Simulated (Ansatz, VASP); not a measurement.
**One calculation of MgI2, two programs**

```
Mg I
1.0
     1.97641    1.14108    7.06374
    -1.97641    1.14108    7.06374
     0.00000   -2.28216    7.06374
Mg I
1 2
Direct
  0.00000 0.00000 0.00000
  0.25140 0.25140 0.25140
  0.74860 0.74860 0.74860
```

Change from the starting cell: epitaxial_xy strain -4.9%.

Alike in both runs: task single point; functional r2SCAN; k mesh 8 × 8 × 8; no spin polarisation.

```csv
,VASP,Ansatz
version,VASP 6.6.1,Ansatz 0.2.0
potentials or method,"VASP PAW PBE potentials, release 64 (Mg, I)","plane waves, PAW"
plane-wave cutoff (eV),520,500
occupations,"gaussian, width 0.01 eV",fixed
valence electrons in the cell,16,44
```

```tsv
	VASP	Ansatz	Ansatz less VASP
gap on the k mesh at the Fermi level (eV)	3.58	3.60	+0.028
pressure (GPa)	3.1	3.3	+0.13
traceless stress, the component that is largest in VASP (GPa)	-2.50	-2.49	+0.003
rms of the force components (eV/Å)	0.022	0.013	-0.0086
```

VASP's potentials were made for PBE, not for r2SCAN. Atom by atom the forces differ by 0.009 eV/Å (rms over components). VASP's potentials hold 16 valence electrons a cell and Ansatz's 44, so a difference there can come from the potentials and not from the codes.

Spin-orbit coupling is off throughout.
